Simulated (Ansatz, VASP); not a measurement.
One calculation of NbRu3C, two programs

INCAR

```
SYSTEM = NbRu3C
  PREC = Accurate
  ENCUT = 600
  EDIFF = 1E-7
  ISMEAR = 0
  SIGMA = 0.1
  LREAL = .False.
  LASPH = .True.
  NELM = 60
  ALGO = Normal
  ISIF = 3
  LWAVE = .False.
  LCHARG = .False.
  GGA = PE
  IBRION = 2
  NSW = 100
  EDIFFG = -0.01
```

Contents of KPOINTS:

```
Automatic mesh
0
Gamma
  10 10 10
  0 0 0
```

POSCAR

```
NbRu3C
1.0
    4.0490046209      0.0000000000      0.0000000000
    0.0000000000      4.0490046209      0.0000000000
    0.0000000000      0.0000000000      4.0490046209
Nb Ru C
1 3 1
Direct
    0.5000000000      0.5000000000      0.5000000000
    0.0000000000      0.5000000000      0.0000000000
    0.0000000000      0.0000000000      0.5000000000
    0.5000000000      0.0000000000      0.0000000000
    0.0000000000      0.0000000000      0.0000000000
```

Input for Ansatz:

```yaml
crystal:
  lattice:
    - [4.0490046209, 0.0, 0.0]
    - [0.0, 4.0490046209, 0.0]
    - [0.0, 0.0, 4.0490046209]
  atoms:
    - { symbol: Nb, position: [0.5, 0.5, 0.5] }
    - { symbol: Ru, position: [0.0, 0.5, 0.0] }
    - { symbol: Ru, position: [0.0, 0.0, 0.5] }
    - { symbol: Ru, position: [0.5, 0.0, 0.0] }
    - { symbol: C, position: [0.0, 0.0, 0.0] }
basis:
  ecutwfc: 420
kpoints:
  mp_grid: { grid: [10, 10, 10] }
hamiltonian:
  xc: pbe
scf:
  occupations: { method: gaussian, width: 0.1 }
output:
  forces: true
  stress: true
  eigenvalues: true
relax:
  adjacent_minimum: "off"
  f_tol: 0.01
  max_steps: 80
  cell: { stress_tol: 0.05 }
```

Alike in both runs: task relaxation of cell and atoms; functional PBE; k mesh 10 × 10 × 10; occupations gaussian, width 0.1 eV; no spin polarisation.

```csv
,VASP,Ansatz
version,VASP 6.6.1,Ansatz 0.2.0
potentials or method,"VASP PAW PBE potentials, release 64 (Nb_sv, Ru_pv, C), cutoff 600 eV","scalar-relativistic, plane waves, PAW"
valence electrons in the cell,59,65
```

```csv
,VASP,Ansatz,Ansatz less VASP
"gap on the k mesh at the Fermi level, each at its own relaxed structure (eV)",none,none,-
relaxed volume (Å³/atom),13.27,13.28,+0.008
relaxed cell length with the largest relative difference (Å),4.048,4.049,+0.0009
```

A gap of «none» marks a metal or a gap that the smearing closes. VASP's potentials hold 59 valence electrons a cell and Ansatz's 65, so a difference there can come from the potentials and not from the codes.
